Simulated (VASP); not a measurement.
Write the native input for VASP 6.6.1 that does the following.

- Task: single point
- Functional: B3LYP
- Potentials or basis: VASP PAW PBE potentials, release 64 (Pb_d)
- Cutoff: 520 eV
- k mesh: 5 × 5 × 3
- Occupations: fermi-dirac, width 0.05 eV
- Spin: no spin polarisation
- Dipole correction: no
- Grid for exact exchange (PRECFOCK): Normal
- Further INCAR settings: ALGO = Normal; EDIFF = 1e-06; NBANDS = 21
- Share of exact exchange: 0.2

Crystal: Pb.

```
Pb
1.0
     3.60282    0.00000    0.00000
    -1.80141    3.12014    0.00000
     0.00000    0.00000    6.01464
Pb
2
Direct
  0.66667 0.33333 0.75000
  0.33333 0.66667 0.25000
```

This isn't the form of Pb at room conditions, which is fcc.

These files were run (other wordings do the same):

POSCAR

```
Pb
1.0
    3.6028218440      0.0000000000      0.0000000000
   -1.8014109220      3.1201352422      0.0000000000
    0.0000000000      0.0000000000      6.0146393254
Pb
2
Direct
    0.6666666667      0.3333333333      0.7500000000
    0.3333333333      0.6666666667      0.2500000000
```

INCAR.step1

```
SYSTEM = Pb
ALGO     = Normal         ! electronic algorithm
EDIFF    = 1E-5           ! SCF threshold, eV
ENCUT    = 520            ! plane-wave cutoff, eV
GGA      = PE             ! functional
ISIF     = 2              ! what is computed and relaxed
ISMEAR   = -1             ! smearing method
LASPH    = .TRUE.         ! aspherical terms in the spheres
LCHARG   = .FALSE.        ! write CHGCAR
LREAL    = .FALSE.        ! projectors in reciprocal space
LWAVE    = .TRUE.         ! write WAVECAR
NBANDS   = 21             ! bands
NELM     = 60             ! most SCF steps
PREC     = Accurate       ! precision mode
SIGMA    = 0.05           ! smearing width, eV
```

INCAR.step2

```
SYSTEM = Pb
AEXX     = 0.2            ! exact-exchange fraction
AGGAC    = 0.81         
AGGAX    = 0.72         
ALDAC    = 0.19         
ALGO     = Normal         ! electronic algorithm
EDIFF    = 1E-6           ! SCF threshold, eV
ENCUT    = 520            ! plane-wave cutoff, eV
GGA      = B3             ! functional
ISIF     = 2              ! what is computed and relaxed
ISMEAR   = -1             ! smearing method
ISTART   = 1            
LASPH    = .TRUE.         ! aspherical terms in the spheres
LCHARG   = .FALSE.        ! write CHGCAR
LHFCALC  = .TRUE.         ! exact exchange
LREAL    = .FALSE.        ! projectors in reciprocal space
LWAVE    = .FALSE.        ! write WAVECAR
NBANDS   = 21             ! bands
NELM     = 60             ! most SCF steps
PREC     = Accurate       ! precision mode
PRECFOCK = Normal       
SIGMA    = 0.05           ! smearing width, eV
```

KPOINTS

```
k-points
0
G
  5 5 3
  0 0 0
```

Potentials or basis: VASP PAW PBE potentials, release 64 (Pb_d).

The run is started by

```sh
$ cat potpaw_PBE.64/Pb_d/POTCAR > POTCAR
$ cp INCAR.step1 INCAR
$ mpirun -np 1 vasp_std > vasp.out
$ cp INCAR.step2 INCAR
$ mpirun -np 1 vasp_std > vasp.out
```

It gave:

| Property | Result |
| --- | --- |
| Pressure | 0.0 GPa |
| Band gap on the k mesh | zero (bands 14 and 15 overlap by 6.77 eV) |

Caveat: the k points lie up to 0.40 Å⁻¹ apart, too coarse for converged energies and pressures of a metal; the PAW data sets were made with another functional, which shifts forces and pressure a little; spin-orbit coupling is left out, which moves the levels of the heavy elements.

Run time: 41 min on 1 thread of AMD EPYC 7R43 64-Core Processor (Zen 3), on a shared host, peak memory 0.17 GiB.
